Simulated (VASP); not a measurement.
Set up this calculation in VASP 6.6.1, as the native input.

```
Task                                : relaxation of the atoms
Functional                          : PBE
Potentials or basis                 : VASP PAW PBE potentials, release 64 (Ti_sv, S)
Cutoff                              : 520 eV
k mesh                              : 9 × 7 × 1
Occupations                         : gaussian, width 0.1 eV
Spin                                : no spin polarisation
Dipole correction                   : yes
Atoms held fixed (from 0)           : [0, 1, 2, 3]
Further INCAR settings              : ALGO = Fast; EDIFF = 1e-07; IBRION = 2; EDIFFG = -0.025; NSW = 36
Atoms held along some axes (from 0) : atom 4 along a and b
```

The structure of Ti4S lies in POSCAR:

```
Ti4S
1.0
    2.9075446931      0.0000000000      0.0000000000
    0.0000000000      4.1118891382      0.0000000000
    0.0000000000      0.0000000000     19.6535692527
Ti S
4 1
Selective dynamics
Direct
    0.5000000000      0.5000000000      0.2035253723  F F F
    0.0000000000      0.0000000000      0.2774952618  F F F
    0.5000000000      0.5000000000      0.3439484692  F F F
    0.0000000000      0.0000000000      0.4148645545  F F F
    0.3333333333      0.0000000000      0.5177749745  F F T
```

The input as run:

INCAR

```
ALGO     = Fast           # electronic algorithm
DIPOL    = 0.5 0.5 0.352
EDIFF    = 1E-7           # SCF threshold, eV
EDIFFG   = -0.025         # ionic threshold
ENCUT    = 520            # plane-wave cutoff, eV
GGA      = PE             # functional
IBRION   = 2              # ionic algorithm
IDIPOL   = 3            
ISIF     = 2              # what is computed and relaxed
ISMEAR   = 0              # smearing method
LASPH    = True           # aspherical terms in the spheres
LCHARG   = False          # write CHGCAR
LDIPOL   = True         
LREAL    = False          # projectors in reciprocal space
LWAVE    = False          # write WAVECAR
NELM     = 60             # most SCF steps
NSW      = 36             # ionic steps
PREC     = Accurate       # precision mode
SIGMA    = 0.1            # smearing width, eV
```

KPOINTS

```
k-points
0
Gamma
  9 7 1
```

Potentials or basis: VASP PAW PBE potentials, release 64 (Ti_sv, S).

The run is started by

```bash
$ cat potpaw_PBE.64/Ti_sv/POTCAR potpaw_PBE.64/S/POTCAR > POTCAR
$ mpirun -np 1 vasp_std > vasp.out
```

It gave:

* Energy gained by relaxing: 10.1 meV/atom
* Ionic steps: 3
* Band gap on the k mesh: zero (bands 27 and 28 overlap by 0.63 eV)

It took 44 min on 1 thread of Oxide Virtual Turin-like Processor (shared host), peak memory 0.39 GiB.
